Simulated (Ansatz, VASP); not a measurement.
# Rb2NbBr2 in VASP and in Ansatz

```
Rb Br Nb
1.0
     0.00000    0.00000    6.84628
     7.65651    0.00000    0.00000
     3.82825    7.13944   -3.42314
Rb Br Nb
4 4 2
Direct
  0.14753 0.19177 0.29506
  0.85247 0.80823 0.70494
  0.35247 0.48683 0.70494
  0.64753 0.51317 0.29506
  0.89752 0.29268 0.79504
  0.10248 0.70732 0.20496
  0.60248 0.08772 0.20496
  0.39752 0.91228 0.79504
  0.25000 0.00000 0.00000
  0.75000 0.00000 0.00000
```

Alike in both runs: task single point; functional PBE; k mesh 3 × 3 × 3; occupations fermi-dirac, width 0.0111 eV; no spin polarisation.

|  | VASP | Ansatz |
| --- | --- | --- |
| version | VASP 6.6.1 | Ansatz 0.2.0 |
| potentials or method | VASP PAW PBE potentials, release 64 (Rb_sv, Br, Nb_sv), cutoff 520 eV | PAW plane waves |
| valence electrons in the cell | 90 | 90 |

```csv
,VASP,Ansatz,Ansatz less VASP
gap on the k mesh at the Fermi level (eV),none,none,-
pressure (GPa),-0.4,-0.4,+0.01
"traceless stress, the component that is largest in VASP (GPa)",-2.34,-2.33,+0.007
rms of the force components (eV/Å),0.031,0.029,-0.0018
```

Atom by atom the forces differ by 0.003 eV/Å (rms over components). A gap of «none» marks a metal or a gap that the smearing closes.
